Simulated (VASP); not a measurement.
Runs of VASP 6.6.1 on Pt. The structure is that of space group P6_3/mmc (No. 194), or close to it. The cells are those of the table. This isn't the form of Pt at room conditions, which is fcc.

```csv
cell,gap on the mesh (eV),pressure (GPa)
"a = 2.598, b = 2.598, c = 4.785 Å, angles 90.0, 90.0, 120.0°, 2 atoms",none,31.5
"a = 2.662, b = 2.662, c = 4.628 Å, angles 90.0, 90.0, 120.0°, 2 atoms",none,21.4
"a = 2.916, b = 2.916, c = 4.550 Å, angles 90.0, 90.0, 120.0°, 2 atoms",none,(b)
"a = 2.598, b = 2.598, c = 4.707 Å, angles 90.0, 90.0, 120.0°, 2 atoms",none,(c)
"a = 2.852, b = 2.852, c = 4.550 Å, angles 90.0, 90.0, 120.0°, 2 atoms",none,-13.9
"a = 2.916, b = 2.916, c = 4.472 Å, angles 90.0, 90.0, 120.0°, 2 atoms",none,-18.0
"a = 2.852, b = 2.852, c = 4.707 Å, angles 90.0, 90.0, 120.0°, 2 atoms",none,-20.6
"a = 2.662, b = 2.662, c = 4.864 Å, angles 90.0, 90.0, 120.0°, 2 atoms",none,(a)
```

Alike in all rows: task single point; level PBEsol; potentials or basis VASP PAW PBE potentials, release 64 (Pt); no spin polarisation; k mesh 18 × 18 × 10; cutoff (eV) 520; smearing gaussian 0.15 eV.

Problem. Estimate the missing entries.

Solution. (a) 6.6; (b) -21.3; (c) 37.5.

Caveats: the PAW data sets were made with another functional, which shifts forces and pressure a little; spin-orbit coupling is left out, which moves the levels of the heavy elements; the cell stands under pressure (at least some runs); the cell stands under tension (at least some runs).

A k mesh can miss the band edges, and the runs leave out spin-orbit coupling on Pt.

A gap of «none» marks levels without a gap at the run's occupations.
